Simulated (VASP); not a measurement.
Set up this calculation in VASP 6.6.1, as the native input.

* Task: single point
* Functional: PBE
* Potentials or basis: VASP PAW PBE potentials, release 64 (W_sv, C)
* Cutoff: 520 eV
* k mesh: 3 × 3 × 1
* Occupations: fermi-dirac, width 0.15 eV
* Spin: no spin polarisation
* Dipole correction: no
* Further INCAR settings: LREAL = Auto; ALGO = Normal; EDIFF = 1e-07; NBANDS = 88

The structure of W8C9 lies in POSCAR:

```
W8C9
1.0
    5.7490600000      0.0000000000      0.0000000000
    0.0000000000      5.6331800000      0.0000000000
    0.0000000000      0.0000000000     15.1490270000
W C
8 9
Direct
    0.0000000000      0.0000000000      0.0660108402
    0.2328206698     -0.0123198620      0.2355794864
    0.0000000000      0.5000017752      0.0660108402
    0.2441442601      0.4858712131      0.2321601249
    0.4999947818      0.0000000000      0.0660108402
    0.7423996271     -0.0190833597      0.2330974788
    0.4999947818      0.5000017752      0.0660108402
    0.7406428181      0.4777053103      0.2333879265
   -0.0037919242      0.2546696537      0.1765789974
    0.2658695508      0.2100412201      0.3376124420
    0.0256911565      0.7496121196      0.1736547172
    0.5268687403      0.8535143560      0.3504515505
    0.5012297663      0.2231066644      0.1688095216
    0.6733448599      0.2572791922      0.3370447488
    0.4725120281      0.7368307066      0.1720572549
    0.6982184914      0.6880305618      0.3324569954
    0.4857315805      0.1159203150      0.3644128431
```

One way to write it, as run:

INCAR

```
SYSTEM = W8C9
PREC = Accurate
ENCUT = 520
EDIFF = 1E-7
ISMEAR = -1
SIGMA = 0.15
LREAL = Auto
LASPH = .True.
NELM = 80
ALGO = Normal
ISIF = 2
LWAVE = .False.
LCHARG = .False.
GGA = PE
NBANDS = 88
```

KPOINTS

```
Automatic mesh
0
Gamma
  3 3 1
  0 0 0
```

Potentials or basis: VASP PAW PBE potentials, release 64 (W_sv, C).

Launch:

```bash
$ cat potpaw_PBE.64/W_sv/POTCAR potpaw_PBE.64/C/POTCAR > POTCAR
$ mpirun -np 1 vasp_std > vasp.out
```

It gave:

| Property | Result |
| --- | --- |
| Largest force | 4.649 eV/Å |
| Band gap on the k mesh | zero (bands 74 and 75 overlap by 0.19 eV) |

Caveat: the k points lie up to 0.37 Å⁻¹ apart; the atoms stand as in a frame of molecular dynamics; there is no dipole correction, which matters where the two faces differ; spin-orbit coupling is left out, which moves the levels of the heavy elements.

Wall time 7 min on 1 thread of Intel(R) Xeon(R) Platinum 8488C (Sapphire Rapids), with other jobs on the host, peak memory 0.56 GiB.
